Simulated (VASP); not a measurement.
# Si8S in VASP: notebook, part 2 of 2

VASP 6.6.1. The steps go on from the part before.

## (4) Single point, PBE+D3(BJ), collinear spin, ferromagnetic start

File INCAR:

```
SYSTEM = Si8S
PREC     = Accurate       ! precision mode
ENCUT    = 520            ! plane-wave cutoff, eV
EDIFF    = 1E-6           ! SCF threshold, eV
ISMEAR   = 0              ! smearing method
SIGMA    = 0.05           ! smearing width, eV
LREAL    = .False.        ! projectors in reciprocal space
LASPH    = .True.         ! aspherical terms in the spheres
NELM     = 150            ! most SCF steps
ALGO     = Normal         ! electronic algorithm
ISIF     = 2              ! what is computed and relaxed
LWAVE    = .False.        ! write WAVECAR
LCHARG   = .True.         ! write CHGCAR
ISPIN    = 2              ! spin polarisation
MAGMOM   = 0 0 0 0 0 0 0 0 2 ! initial moments
LORBIT   = 11             ! projections on sites
LDIPOL   = .True.       
IDIPOL   = 3            
DIPOL    = 0.5 0.5 0.317
GGA      = PE             ! functional
IVDW     = 12             ! dispersion correction
LELF     = .True.         ! ELF
LVHAR    = .True.       
LVACPOTAV= .True.       
NBANDS   = 33             ! bands
```

File KPOINTS:

```
Automatic mesh
0
Gamma
  7 4 1
  0 0 0
```

File POSCAR:

```
Si8S
1.0
    3.8155170197      0.0000000000      0.0000000000
    0.0000000000      6.3129357895      0.0000000000
    0.0000000000      0.0000000000     21.2318711397
Si S
8 1
Direct
    0.0000000000      0.9369021388      0.1883960191
    0.0000000000      0.5630978612      0.1883960191
    0.5000000000      0.4369021388      0.2402729771
    0.5000000000      0.0630978612      0.2402729771
    0.5000000000      0.9332664454      0.3446595292
    0.5000000000      0.5667335546      0.3446595292
    0.0000000000      0.4266292815      0.3877129380
    0.0000000000      0.0733707185      0.3877129380
    0.5000000000      0.7599626148      0.5290099523
```

Potentials or basis: VASP PAW PBE potentials, release 64 (Si, S).

Launch:

```bash
cat potpaw_PBE.64/Si/POTCAR potpaw_PBE.64/S/POTCAR > POTCAR
mpirun -np 1 vasp_std > vasp.out
```

OUTCAR:

```text
SYSTEM = Si8S
   PREC = Accurate
   ENCUT = 520
   EDIFF = 1E-6
   ISMEAR = 0
   LREAL = .False.
   LASPH = .True.
   NELM = 150
   ISIF = 2
   ISPIN = 2
   LORBIT = 11
   GGA = PE
   IVDW = 12
 IVDW          = 12

 ion  position               nearest neighbor table
   1  0.000  0.937  0.188-   4 2.34   4 2.34   2 2.36
   2  0.000  0.563  0.188-   3 2.34   3 2.34   1 2.36
   3  0.500  0.437  0.240-   2 2.34   2 2.34   4 2.36   6 2.36
   4  0.500  0.063  0.240-   1 2.34   1 2.34   3 2.36   5 2.36
   5  0.500  0.933  0.345-   8 2.29   8 2.29   6 2.31   4 2.36
   6  0.500  0.567  0.345-   7 2.29   7 2.29   5 2.31   3 2.36
   7  0.000  0.427  0.388-   8 2.23   6 2.29   6 2.29
   8  0.000  0.073  0.388-   7 2.23   5 2.29   5 2.29
[... 1067 lines left out ...]
      0.00000      0.46318      8.23187         0.000000     -0.320911      0.250962
      1.90776      4.79760     11.23187         0.000000      0.013733     -0.577207
 -----------------------------------------------------------------------------------
    total drift:                               -0.000000      0.000018     -0.000296

  FREE ENERGIE OF THE ION-ELECTRON SYSTEM (eV)
  ---------------------------------------------------
  free  energy   TOTEN  =       -43.2697849808 eV

  energy  without entropy=      -43.2602440542  energy(sigma->0) =      -43.26501452

 vacuum level on the upper side and lower side of the slab         4.740         3.175

 total charge

# of ion       s       p       d       tot
------------------------------------------
    1        0.789   0.852   0.000   1.641
    2        0.789   0.852   0.000   1.641
    3        0.763   0.907   0.000   1.670
    4        0.762   0.908   0.000   1.670
    5        0.759   0.941   0.000   1.700
    6        0.759   0.941   0.000   1.700
    7        0.785   0.897   0.000   1.682
    8        0.785   0.895   0.000   1.680
    9        1.395   2.101   0.000   3.497
--------------------------------------------------
tot          7.586   9.294   0.000  16.880

 magnetization (x)

# of ion       s       p       d       tot
------------------------------------------
    1       -0.003  -0.012   0.000  -0.015
    2       -0.003  -0.014   0.000  -0.018
    3       -0.001  -0.004   0.000  -0.005
    4       -0.001  -0.004   0.000  -0.005
    5       -0.001  -0.003   0.000  -0.004
    6       -0.001  -0.003   0.000  -0.004
    7        0.000   0.000   0.000   0.001
    8        0.000  -0.001   0.000  -0.001
    9        0.024   0.973   0.000   0.998
--------------------------------------------------
tot          0.013   0.933   0.000   0.946
```

OSZICAR:

```text
N       E                     dE             d eps       ncg     rms          rms(c)
DAV:   1     0.178197118127E+03    0.17820E+03   -0.12029E+04  1584   0.833E+02
DAV:   2    -0.215585153229E+02   -0.19976E+03   -0.19202E+03  2216   0.150E+02
DAV:   3    -0.413960800310E+02   -0.19838E+02   -0.19368E+02  1988   0.449E+01
[... 26 lines left out ...]
DAV:  30    -0.409882306151E+02   -0.45509E-05   -0.75757E-07  1411   0.246E-03    0.370E-03
DAV:  31    -0.409882429858E+02   -0.12371E-04   -0.40178E-06  1770   0.436E-03    0.237E-03
DAV:  32    -0.409882517375E+02   -0.87517E-05   -0.30260E-06  1789   0.422E-03    0.159E-03
DAV:  33    -0.409882531673E+02   -0.14298E-05   -0.41900E-07  1429   0.226E-03    0.110E-03
DAV:  34    -0.409882538652E+02   -0.69795E-06   -0.17866E-07  1300   0.116E-03
   1 F= -.43269785E+02 E0= -.43265015E+02  d E =-.954093E-02  mag=     1.5529
```

Run time: 21 min. Hardware: 1 thread of AMD EPYC 7R13, shared host; peak memory 0.8 GiB.

What came out:

```yaml
Free_energy: -43.2698 eV
Largest_force: 1.002 eV/Å
Net_moment: 1.55 μB per cell
Site_moments: Si -0.01, -0.02, -0.00, +0.00; S +1.00 μB
Valence_electrons_inside_the_program's_atomic_spheres: Si 1.64, 1.67, 1.70, 1.68; S 3.50
Dispersion_energy_per_atom: -0.254 eV
```

Forces in eV/Å, atoms in the order of the input:
```
Si   0.000 -0.803  0.599
Si   0.000  0.802  0.597
Si   0.000 -0.016 -0.625
Si   0.000  0.018 -0.617
Si   0.000 -0.014  0.072
Si   0.000  0.009  0.077
Si   0.000  0.312  0.224
Si   0.000 -0.321  0.251
S    0.000  0.014 -0.577
```

Levels at points of the mesh, in eV from the Fermi level:
Spin up:
```csv
k point,band 17,band 18,band 19,band 20,band 21,band 22,band 23,band 24
"(0.00, 0.00, 0.00)",-0.72,-0.51,-0.09,0.21,0.39,1.27,1.74,2.25
"(0.00, 0.50, 0.00)",-1.02,-0.96,-0.76,-0.50,0.80,1.28,1.93,2.06
```
Spin down:
| k point | band 15 | band 16 | band 17 | band 18 | band 19 | band 20 | band 21 | band 22 |
| --- | --- | --- | --- | --- | --- | --- | --- | --- |
| (0.00, 0.00, 0.00) | -0.90 | -0.25 | -0.13 | -0.10 | 0.42 | 0.47 | 1.01 | 1.24 |
| (0.00, 0.50, 0.00) | -1.08 | -1.08 | -1.03 | -0.21 | 0.12 | 0.82 | 1.01 | 1.33 |

## (5) Single point, PBE+D3(BJ), collinear spin, ferromagnetic start

File INCAR:

```
SYSTEM = Si8S
ALGO = Normal
DIPOL = 0.5 0.5 0.317
EDIFF = 1E-6
ENCUT = 520
GGA = PE
IDIPOL = 3
ISIF = 2
ISMEAR = 0
ISPIN = 2
IVDW = 12
LASPH = .TRUE.
LCHARG = .TRUE.
LDIPOL = .TRUE.
LELF = .TRUE.
LORBIT = 11
LREAL = .FALSE.
LVACPOTAV = .TRUE.
LVHAR = .TRUE.
LWAVE = .FALSE.
MAGMOM = 0 0 0 0 0 0 0 0 2
NBANDS = 33
NELM = 150
PREC = Accurate
SIGMA = 0.05
```

File KPOINTS:

```
k-points
0
G
  7 4 1
  0 0 0
```

Changes to POSCAR since step 4:

```diff
@@ -16,2 +16,2 @@
     0.0000000000      0.0733707185      0.3877129380
-    0.5000000000      0.7599626148      0.5290099523
+    0.0000000000      1.2599626148      0.5290099523
```

Launch:

```bash
cat potpaw_PBE.64/Si/POTCAR potpaw_PBE.64/S/POTCAR > POTCAR
mpirun -np 1 vasp_std > vasp.out
```

Run time: 16 min. Hardware: 1 thread of AMD EPYC 7R43 (Zen 3), shared host; peak memory 0.8 GiB.

It converged, with:

```yaml
Free_energy: -44.0882 eV
Largest_force: 2.459 eV/Å
Net_moment: 0.43 μB per cell
Site_moments: Si -0.01, -0.00, -0.02; S +0.38 μB
Valence_electrons_inside_the_program's_atomic_spheres: Si 1.64, 1.67, 1.71, 1.66; S 3.48
Dispersion_energy_per_atom: -0.252 eV
```

Forces on the atoms (eV/Å):
```
Si   0.000 -0.687  0.540
Si   0.000  0.685  0.543
Si   0.000 -0.067 -0.526
Si   0.000  0.072 -0.534
Si   0.000 -0.256  0.004
Si   0.000  0.256 -0.017
Si   0.000  0.118  1.293
Si   0.000 -0.117  1.156
S    0.000 -0.005 -2.459
```

Levels at points of the mesh, in eV from the Fermi level:
Spin up:
| k point | band 15 | band 16 | band 17 | band 18 | band 19 | band 20 | band 21 | band 22 | band 23 | band 24 |
| --- | --- | --- | --- | --- | --- | --- | --- | --- | --- | --- |
| (0.00, 0.00, 0.00) | -1.14 | -0.96 | -0.33 | -0.12 | -0.01 | 0.35 | 0.58 | 1.27 | 1.80 | 2.27 |
| (0.00, 0.50, 0.00) | -1.19 | -1.11 | -1.05 | -0.64 | -0.21 | 0.00 | 1.06 | 1.25 | 1.85 | 2.08 |
Spin down:
| k point | band 17 | band 18 | band 19 | band 20 | band 21 | band 22 |
| --- | --- | --- | --- | --- | --- | --- |
| (0.00, 0.00, 0.00) | -0.20 | -0.13 | 0.38 | 0.62 | 0.82 | 1.25 |
| (0.00, 0.50, 0.00) | -1.05 | -0.45 | -0.05 | 0.84 | 1.09 | 1.23 |
